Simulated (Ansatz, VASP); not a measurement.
One calculation of Si4BN3, two programs

```xyz
8
Lattice="-2.1802 2.1802 4.3636 2.1802 -2.1802 4.3636 2.1802 2.1802 -4.3636" Properties=species:S:1:pos:R:3 pbc="T T T"
Si    1.0722   -1.0722    5.4798
Si   -1.0722    1.0722    5.4798
Si    1.1080    1.1080   -1.1162
Si    1.0722    1.0722    3.2475
B     0.0000    0.0000    0.0000
N     0.0000    2.1802    2.1818
N     2.1802    0.0000    2.1818
N     0.0000    0.0000    4.3636
```

Alike in both runs: functional PBE; k mesh 10 × 10 × 10; occupations gaussian, width 0.1 eV; no spin polarisation.

Ansatz relaxed the structure, and its values are those at the end. VASP's run is a single point on that final structure, the one shown.

|  | VASP | Ansatz |
| --- | --- | --- |
| version | VASP 6.6.1 | Ansatz 0.2.0 |
| potentials or method | VASP PAW PBE potentials, release 64 (Si, B, N), cutoff 520 eV | scalar-relativistic, plane waves, PAW |
| valence electrons in the cell | 34 | 34 |

```tsv
	VASP	Ansatz	Ansatz less VASP
gap on the k mesh at the Fermi level (eV)	none	none	-
pressure (GPa)	-0.2	0.0	+0.12
```

A gap of «none» marks a metal or a gap that the smearing closes. With one functional, cell and mesh, what is left measures potentials, basis and numerics.
